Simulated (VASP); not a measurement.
# AlP (F-43m) in VASP: single point with PBE

Aim: the single point of AlP with PBE.

Program: VASP 6.6.1. These are calculated values, not measurements. Logs are shortened: lines on timing, memory, paths and dates and some standing lists are left out, and cuts for length are marked.

**1. The cell of the first run**

The structure is cubic, space group F-43m (No. 216). Conventional cell: a = 5.451 Å, b = 5.451 Å, c = 5.451 Å, α = 90.00°, β = 90.00°, γ = 90.00°. P (site symmetry -43m) has 4 Al at 2.36 Å within 3.1 Å. Within 3.1 Å of Al (site symmetry -43m) lie 4 P at 2.36 Å.

**2. Single point, PBE**

Input file INCAR:

```
ALGO = Normal
EDIFF = 1E-6
ENCUT = 500
GGA = PE
GGA_COMPAT = F
ISIF = 2
ISMEAR = 0
LASPH = T
LCHARG = F
LREAL = F
LWAVE = F
NBANDS = 11
NELM = 120
PREC = Accurate
SIGMA = 0.01
```

Input file KPOINTS:

```
k-points
0
Gamma
  4 4 4
```

Input file POSCAR:

```
AlP
1.0
    0.0000000000      2.7255000000      2.7255000000
    2.7255000000      0.0000000000      2.7255000000
    2.7255000000      2.7255000000      0.0000000000
P Al
1 1
Direct
    0.7500000000      0.7500000000      0.7500000000
    0.0000000000      0.0000000000      0.0000000000
```

Potentials or basis: VASP PAW PBE potentials, release 64 (P, Al).

Started as:

```
> cat potpaw_PBE.64/P/POTCAR potpaw_PBE.64/Al/POTCAR > POTCAR
> mpirun -np 1 vasp_std > vasp.out
```

OUTCAR:

```text
EDIFF = 1E-6
   ENCUT = 500
   GGA = PE
   ISIF = 2
   ISMEAR = 0
   LASPH = T
   LREAL = F
   NELM = 120
   PREC = Accurate

 ion  position               nearest neighbor table
   1  0.750  0.750  0.750-   2 2.36   2 2.36   2 2.36   2 2.36
   2  0.000  0.000  0.000-   1 2.36   1 2.36   1 2.36   1 2.36

  LATTYP: Found a face centered cubic cell.
 ALAT       =     5.4510000000

  Lattice vectors:

 A1 = (   0.0000000000,   2.7255000000,   2.7255000000)
 A2 = (   2.7255000000,   0.0000000000,   2.7255000000)
 A3 = (   2.7255000000,   2.7255000000,   0.0000000000)

Analysis of symmetry for initial positions (statically):
=====================================================================
 Subroutine PRICEL returns:
 Original cell was already a primitive cell.

 Routine SETGRP: Setting up the symmetry group for a
 face centered cubic supercell.

 Subroutine GETGRP returns: Found 24 space group operations
 (whereof 24 operations were pure point group operations)
 out of a pool of 48 trial point group operations.

The static configuration has the point symmetry T_d .

Analysis of symmetry for dynamics (positions and initial velocities):
=====================================================================
 Subroutine PRICEL returns:
 Original cell was already a primitive cell.

 Routine SETGRP: Setting up the symmetry group for a
 face centered cubic supercell.

 Subroutine GETGRP returns: Found 24 space group operations
 (whereof 24 operations were pure point group operations)
 out of a pool of 48 trial point group operations.

The dynamic configuration has the point symmetry T_d .

 Subroutine INISYM returns: Found 24 space group operations
 (whereof 24 operations are pure point group operations),
 and found     1 'primitive' translations

----------------------------------------------------------------------------------------

                                     Primitive cell

  volume of cell :      40.4919

  direct lattice vectors                    reciprocal lattice vectors
     0.000000000  2.725500000  2.725500000    -0.183452578  0.183452578  0.183452578
     2.725500000  0.000000000  2.725500000     0.183452578 -0.183452578  0.183452578
     2.725500000  2.725500000  0.000000000     0.183452578  0.183452578 -0.183452578

  length of vectors
     3.854439064  3.854439064  3.854439064     0.317749185  0.317749185  0.317749185

  position of ions in fractional coordinates (direct lattice)
     0.750000000  0.750000000  0.750000000
     0.000000000  0.000000000  0.000000000
[... 68 lines left out ...]
   POTIM  = 0.5000    time-step for ionic-motion
   TEBEG  =    0.0;   TEEND  =   0.0 temperature during run
   PSTRESS=    0.0 pullay stress
   NELECT =       8.0000    total number of electrons
   NUPDOWN=      -1.0000    fix difference up-down
   EMIN   =  10.00;   EMAX   =-10.00  energy-range for DOS
   EFERMI =   0.00;   METHOD = LEGACY
   ISMEAR =     0;   SIGMA  =   0.01  broadening in eV -4-tet -1-fermi 0-gaus
   EFERMI_NEDOS =   21; number of points for ismear=-14 and -15
   IALGO  =     38    algorithm
   IMIX   =      4    mixing-type and parameters
     AMIX     =   0.40;   BMIX     =  1.00
     AMIX_MAG =   1.60;   BMIX_MAG =  1.00
  volume/ion in A,a.u.               =      20.25       136.63
  Fermi-wavevector in a.u.,A,eV,Ry     =   0.953488  1.801831 12.369596  0.909140
  Thomas-Fermi vector in A             =   2.082148
   LORBIT       =      0    0 simple, 1 ext, 2 COOP (PROOUT), +10 PAW based schemes
   GGA     = PE    functional components
   LHFCALC =     F    Hartree Fock is set to
   AEXX    =    0.0000 exact exchange contribution
   IVDW    =     0    specifies the selected vdW correction
   LEPSILON=     F    determine dielectric tensor
   LRPA    =     F    only Hartree local field effects (RPA)
 non-spin polarized calculation
 Gauss-broadening in eV      SIGMA  =   0.01
  energy-cutoff  :      500.00
  volume of cell :       40.49
 maximum number of plane-waves:      1056
   NGX = 13   NGY = 13   NGZ = 13

 number of electron       8.0000000 magnetization

 Free energy of the ion-electron system (eV)
  ---------------------------------------------------
  ext. energy  EPLUGINS =         0.00000000
  ---------------------------------------------------
  free energy    TOTEN  =       -10.27060836 eV

  energy without entropy =      -10.27060836  energy(sigma->0) =      -10.27060836

 E-fermi :   4.7078     XC(G=0):  -9.2111

 val. band max:        4.6644293059   @ k =   0.0000   0.0000   0.0000
 cond. band min:       6.2095409839   @ k =   0.5000   0.5000   0.0000
 fundamental gap:      1.5451116780
 Fermi energy:         4.7077575685

 k-point     1 :       0.0000    0.0000    0.0000
  band No.  band energies     occupation
      1      -6.8746      2.00000
      2       4.6644      2.00000
      3       4.6644      2.00000
      4       4.6644      2.00000
      5       8.0069      0.00000
      6       9.2078      0.00000
      7       9.2078      0.00000
      8       9.2078      0.00000
      9      13.4828      0.00000
     10      13.4828      0.00000
     11      14.9705      0.00000
[... 85 lines left out ...]
 k-point     8 :      -0.2500    0.5000    0.2500
  band No.  band energies     occupation
      1      -4.4533      2.00000
      2      -0.2844      2.00000
      3       1.4638      2.00000
      4       1.8214      2.00000
      5       8.9759      0.00000
      6      10.6169      0.00000
      7      10.7976      0.00000
      8      11.0415      0.00000
      9      15.9771      0.00000
     10      16.6379      0.00000
     11      18.0098      0.00000

------------------------ aborting loop because EDIFF is reached ----------------------------------------

  FORCE on cell =-STRESS in cart. coord.  units (eV):
  Direction    XX          YY          ZZ          XY          YZ          ZX
  --------------------------------------------------------------------------------------
  -------------------------------------------------------------------------------------
  Total        0.7736444      0.7736444      0.7736444      0.0000000      0.0000000     -0.0000000
  in kB       30.6114175     30.6114175     30.6114175      0.0000000      0.0000000     -0.0000000
  external PRESSURE =      30.6114175 kB  Pullay stress =       0.0000000 kB

 VOLUME and BASIS-vectors are now :
 -----------------------------------------------------------------------------
  energy-cutoff  :      500.00
  volume of cell :       40.49
      direct lattice vectors                 reciprocal lattice vectors
     0.000000000  2.725500000  2.725500000    -0.183452578  0.183452578  0.183452578
     2.725500000  0.000000000  2.725500000     0.183452578 -0.183452578  0.183452578
     2.725500000  2.725500000  0.000000000     0.183452578  0.183452578 -0.183452578

 POSITION                                       TOTAL-FORCE (eV/Angst)
 -----------------------------------------------------------------------------------
      4.08825      4.08825      4.08825         0.000000      0.000000      0.000000
      0.00000      0.00000      0.00000        -0.000000     -0.000000     -0.000000
 -----------------------------------------------------------------------------------
    total drift:                                0.000000      0.000000      0.000000

  FREE ENERGIE OF THE ION-ELECTRON SYSTEM (eV)
  ---------------------------------------------------
  free  energy   TOTEN  =       -10.2706083552 eV

  energy  without entropy=      -10.2706083552  energy(sigma->0) =      -10.27060836
```

OSZICAR:

```text
N       E                     dE             d eps       ncg     rms          rms(c)
DAV:   1     0.130960290028E+02    0.13096E+02   -0.29432E+03   176   0.532E+02
DAV:   2    -0.964403079589E+01   -0.22740E+02   -0.21654E+02   246   0.966E+01
DAV:   3    -0.106403106600E+02   -0.99628E+00   -0.99099E+00   220   0.173E+01
DAV:   4    -0.106497750216E+02   -0.94644E-02   -0.94634E-02   205   0.208E+00
DAV:   5    -0.106499261717E+02   -0.15115E-03   -0.15115E-03   231   0.259E-01    0.458E+00
DAV:   6    -0.103175979014E+02    0.33233E+00   -0.64516E-01   191   0.302E+00    0.294E+00
DAV:   7    -0.102696192443E+02    0.47979E-01   -0.24633E-01   206   0.203E+00    0.150E+00
DAV:   8    -0.102705150530E+02   -0.89581E-03   -0.17420E-02   197   0.646E-01    0.248E-01
DAV:   9    -0.102704123365E+02    0.10272E-03   -0.87023E-04   203   0.161E-01    0.101E-01
DAV:  10    -0.102706039581E+02   -0.19162E-03   -0.28564E-04   194   0.892E-02    0.130E-02
DAV:  11    -0.102706075865E+02   -0.36285E-05   -0.24263E-05   223   0.228E-02    0.112E-02
DAV:  12    -0.102706083552E+02   -0.76868E-06   -0.13105E-06   225   0.676E-03
   1 F= -.10270608E+02 E0= -.10270608E+02  d E =-.185829E-11
```

stdout:

```text
POSCAR found type information on POSCAR P Al
 POSCAR found :  2 types and       2 ions
 scaLAPACK will be used
 LDA part: xc-table for (Slater+PW92), standard interpolation
 POSCAR, INCAR and KPOINTS ok, starting setup
 FFT: planning ... GRIDC
 FFT: planning ... GRID_SOFT
 FFT: planning ... GRID
 WAVECAR not read
 entering main loop
```

Wall time 5.6 s (1 thread of Intel Xeon 8259CL, shared host); peak memory 0.14 GiB.

Results:

```
Free energy            : -10.2706 eV
Pressure               : 3.1 GPa
Band gap on the k mesh : 1.55 eV, indirect (least direct gap 3.34 eV)
```

Caveat: the k points lie up to 0.50 Å⁻¹ apart. Expect the measured gap to be larger: semilocal functionals such as PBE lack the derivative discontinuity.
